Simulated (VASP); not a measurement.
Here is a VASP 6.6.1 calculation.

INCAR

```
SYSTEM = SnTe3
PREC = Accurate
ENCUT = 500
EDIFF = 1E-6
ISMEAR = 0
SIGMA = 0.1
LREAL = .FALSE.
LASPH = .TRUE.
NELM = 120
ALGO = Normal
ISIF = 2
LWAVE = .FALSE.
LCHARG = .FALSE.
GGA = PE
NBANDS = 24
GGA_COMPAT = .FALSE.
```

KPOINTS

```
Automatic mesh
0
G
  4 4 4
  0 0 0
```

Contents of POSCAR:

```
SnTe3
1.0
    0.0000000000      3.8612190000      3.8612190000
    3.8612190000      0.0000000000      3.8612190000
    3.8612190000      3.8612190000      0.0000000000
Sn Te
1 3
Direct
    0.0000000000      0.0000000000      0.0000000000
    0.2500000000      0.2500000000      0.2500000000
    0.7500000000      0.7500000000      0.7500000000
    0.5000000000      0.5000000000      0.5000000000
```

Potentials or basis: VASP PAW PBE potentials, release 64 (Sn_d, Te).

Run with:

```sh
$ cat potpaw_PBE.64/Sn_d/POTCAR potpaw_PBE.64/Te/POTCAR > POTCAR
$ mpirun -np 1 vasp_std > vasp.out
```

(1) Estimate the band gap on the k mesh.

(2) Predict the pressure.

## Answers

(1) zero (band 16 reaches 8.10 eV, above the bottom of band 17 at 5.89 eV).

(2) 0.3 GPa.

Caveat: spin-orbit coupling is left out, which moves the levels of the heavy elements.
